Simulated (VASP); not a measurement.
Input of a VASP 6.6.1 run:

The input INCAR:

```
PREC = Accurate ; ENCUT = 520
EDIFF = 1E-7 ; ISMEAR = 0
SIGMA = 0.05 ; LREAL = False
LASPH = True ; NELM = 80
ALGO = Normal ; ISIF = 2
LWAVE = False ; LCHARG = False
GGA = PE ; NBANDS = 12
```

KPOINTS

```
regular mesh
0
Gamma
  10 10 10
```

File POSCAR:

```
LiF
1.0
    0.0000000000      2.0140000000      2.0140000000
    2.0140000000      0.0000000000      2.0140000000
    2.0140000000      2.0140000000      0.0000000000
Li F
1 1
Direct
   -0.0775819265     -0.0775819265      0.0775819265
    0.5000000000      0.5000000000      0.5000000000
```

Potentials or basis: VASP PAW PBE potentials, release 64 (Li_sv, F).

The run is started by

```console
$ cat potpaw_PBE.64/Li_sv/POTCAR potpaw_PBE.64/F/POTCAR > POTCAR
$ mpirun -np 1 vasp_std > vasp.out
```

Estimate the largest force.

1.103 eV/Å.

What does it give for the band gap on the k mesh?

8.94 eV, direct.

Forces on the atoms (eV/Å):
```
Li   0.000  0.000  1.103
F    0.000  0.000 -1.103
```

Caveat: the cell differs from its parent crystal (all Li atoms moved +0.312 Å, as atom 1 towards its neighbour atom 2 (F) at 2.014 Å); forces of over 1 eV/Å act on the atoms, so gaps and moduli don't describe the material at rest. A k mesh can miss the band edges.
